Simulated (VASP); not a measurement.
Te, 1 atom in the cell. The structure is trigonal, space group R-3m (No. 166). Conventional cell: a = 4.421 Å, b = 4.421 Å, c = 5.378 Å, α = 90.00°, β = 90.00°, γ = 120.00°. Te (site symmetry -3m) has 6 Te at 3.12 Å within 4.1 Å. This isn't the form of Te at room conditions, which is trigonal, of chains.

| Item | Value |
| --- | --- |
| Program | VASP 6.6.1 |
| Task | single point |
| Functional | PBEsol |
| Potentials or basis | VASP PAW PBE potentials, release 64 (Te) |
| Cutoff | 520 eV |
| k mesh | 15 × 15 × 15 |
| Occupations | gaussian, width 0.15 eV |
| Spin | no spin polarisation |
| Dipole correction | no |
| Further INCAR settings | ALGO = Normal; EDIFF = 1e-07; NBANDS = 9 |

Potentials or basis: VASP PAW PBE potentials, release 64 (Te).

Launch:

```console
$ cat potpaw_PBE.64/Te/POTCAR > POTCAR
$ mpirun -np 1 vasp_std > vasp.out
```

Hardware: 1 thread of AMD EPYC 9R45 96-Core Processor (Zen 5) (shared host).

Q: How long does it take, and how much memory?

A: Run time: 30 s on 1 thread of AMD EPYC 9R45 96-Core Processor (Zen 5), on a shared host, peak memory 0.18 GiB. Counts: scf iterations 11, k points 344.
